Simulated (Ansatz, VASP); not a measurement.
# One calculation of TiGe4, two programs

```
Ti Ge
1.0
    -1.81112    1.81112    7.35254
     1.81112   -1.81112    7.35254
     1.81112    1.81112   -7.35254
Ti Ge
1 4
Direct
  0.00000 0.00000 0.00000
  0.58569 0.58569 0.00000
  0.75000 0.25000 0.50000
  0.25000 0.75000 0.50000
  0.41431 0.41431 0.00000
```

Change from the starting cell: species swapped into the EuGa4 type (I4/mmm, No. 139).

Alike in both runs: functional PBE; k mesh 14 × 14 × 14; occupations gaussian, width 0.1 eV; no spin polarisation.

Ansatz relaxed the structure, and its values are those at the end. VASP's run is a single point on that final structure, the one shown.

|  | VASP | Ansatz |
| --- | --- | --- |
| version | VASP 6.6.1 | Ansatz 0.2.0 |
| potentials or method | VASP PAW PBE potentials, release 64 (Ti_sv, Ge_d), cutoff 520 eV | scalar-relativistic, plane waves, PAW |
| valence electrons in the cell | 68 | 68 |

|  | VASP | Ansatz | Ansatz less VASP |
| --- | --- | --- | --- |
| gap on the k mesh at the Fermi level (eV) | none | none | - |
| pressure (GPa) | 0.0 | 0.0 | -0.03 |

A gap of «none» marks a metal or a gap that the smearing closes. The functional is the same, so the differences come from potentials, cutoffs and numerics.
